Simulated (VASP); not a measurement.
CO2:

```
CELL_PARAMETERS angstrom
5.49707 0.00000 0.00000
0.00000 5.49707 0.00000
0.00000 0.00000 5.49707
ATOMIC_POSITIONS crystal
C 0.00000 0.00000 0.00000
C 0.50000 0.00000 0.50000
C 0.50000 0.50000 0.00000
C 0.00000 0.50000 0.50000
O 0.12254 0.12254 0.12254
O 0.37746 0.87746 0.62254
O 0.62254 0.37746 0.87746
O 0.87746 0.62254 0.37746
O 0.87746 0.87746 0.87746
O 0.62254 0.12254 0.37746
O 0.37746 0.62254 0.12254
O 0.12254 0.37746 0.62254
```

Base run:

- Program: VASP 6.6.1
- Functional: PBE
- Potentials or basis: VASP PAW PBE potentials, release 64 (C, O)
- Cutoff: 520 eV
- k mesh: 4 × 4 × 4
- Occupations: fermi-dirac, width 0.05 eV
- Spin: no spin polarisation

Its results: band gap on the k mesh 6.85 eV, direct; pressure 4.1 GPa; largest force 0.752 eV/Å.

Q: The run is repeated on the same cell with these changes: functional from PBE to r2SCAN; occupations from fermi-dirac, width 0.05 eV to fermi-dirac, width 0.02 eV. What comes out?

A: Band gap on the k mesh 7.47 eV, direct; pressure 0.2 GPa; largest force 0.020 eV/Å.

Caveats: the PAW data sets were made with another functional, which shifts forces and pressure a little (some runs).

A k mesh can miss the band edges.
